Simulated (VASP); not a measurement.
Wanted: the native input for a VASP 6.6.1 run.

| Quantity | Value |
| --- | --- |
| Task | single point |
| Functional | PBE |
| Potentials or basis | VASP PAW PBE potentials, release 64 (Pt) |
| Cutoff | 520 eV |
| k mesh | 20 × 20 × 20 |
| Occupations | gaussian, width 0.15 eV |
| Spin | no spin polarisation |
| Dipole correction | no |
| Further INCAR settings | ALGO = Normal; EDIFF = 1e-06; NBANDS = 11 |

The structure of Pt lies in POSCAR:

```
Pt
1.0
   -0.2977447067      1.8162427110      1.8162427110
    1.8162427110     -0.2977447067      1.8162427110
    1.8162427110      1.8162427110     -0.2977447067
Pt
1
Direct
    0.0000000000      0.0000000000      0.0000000000
```

One way to write it, as run:

INCAR

```
SYSTEM = Pt
  PREC = Accurate
  ENCUT = 520
  EDIFF = 1E-6
  ISMEAR = 0
  SIGMA = 0.15
  LREAL = .FALSE.
  LASPH = .TRUE.
  NELM = 80
  ALGO = Normal
  ISIF = 2
  LWAVE = .FALSE.
  LCHARG = .FALSE.
  GGA = PE
  NBANDS = 11
```

KPOINTS

```
regular mesh
0
G
  20 20 20
  0 0 0
```

Potentials or basis: VASP PAW PBE potentials, release 64 (Pt).

The run is started by

```bash
$ cat potpaw_PBE.64/Pt/POTCAR > POTCAR
$ mpirun -np 1 vasp_std > vasp.out
```

Results of the run:

The pressure is 28.4 GPa and the band gap on the k mesh is zero (band 5 reaches 12.95 eV, above the bottom of band 6 at 9.13 eV).

Caveat: spin-orbit coupling is left out, which moves the levels of the heavy elements.

It took 33 s on 1 thread of Intel(R) Xeon(R) 6975P-C (Granite Rapids) (shared host), peak memory 0.24 GiB.
